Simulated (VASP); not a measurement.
A run of VASP 6.6.1:

The input INCAR:

```
SYSTEM = KZr2
PREC = Accurate
ENCUT = 520
EDIFF = 1E-6
ISMEAR = -1
SIGMA = 0.05
LREAL = .FALSE.
LASPH = .TRUE.
NELM = 80
ALGO = Fast
ISIF = 2
LWAVE = .FALSE.
LCHARG = .TRUE.
GGA = B5
ALDAX = 1.0
AGGAX = 1.0
AGGAC = 1.0
ALDAC = 0.0
LELF = .TRUE.
LVHAR = .TRUE.
NBANDS = 24
```

KPOINTS

```
Automatic mesh
0
G
  7 7 7
  0 0 0
```

File POSCAR:

```
KZr2
1.0
    0.0000000000      3.5791200000      3.5791200000
    3.5791200000      0.0000000000      3.5791200000
    3.5791200000      3.5791200000      0.0000000000
K Zr
1 2
Direct
    0.0000000000      0.0000000000      0.0000000000
    0.2500000000      0.2500000000      0.2500000000
    0.7500000000      0.7500000000      0.7500000000
```

Potentials or basis: VASP PAW PBE potentials, release 64 (K_sv, Zr_sv).

The run is started by

```bash
$ cat potpaw_PBE.64/K_sv/POTCAR potpaw_PBE.64/Zr_sv/POTCAR > POTCAR
$ mpirun -np 1 vasp_std > vasp.out
```

Hardware: 1 thread of AMD EPYC 7R43 64-Core Processor (Zen 3), on a shared host.

Q: How long does it take, and how much memory?

A: Wall time 7.2 min on 1 thread of AMD EPYC 7R43 64-Core Processor (Zen 3) (shared host), peak memory 0.23 GiB. Counts: scf iterations 69, k points 20.
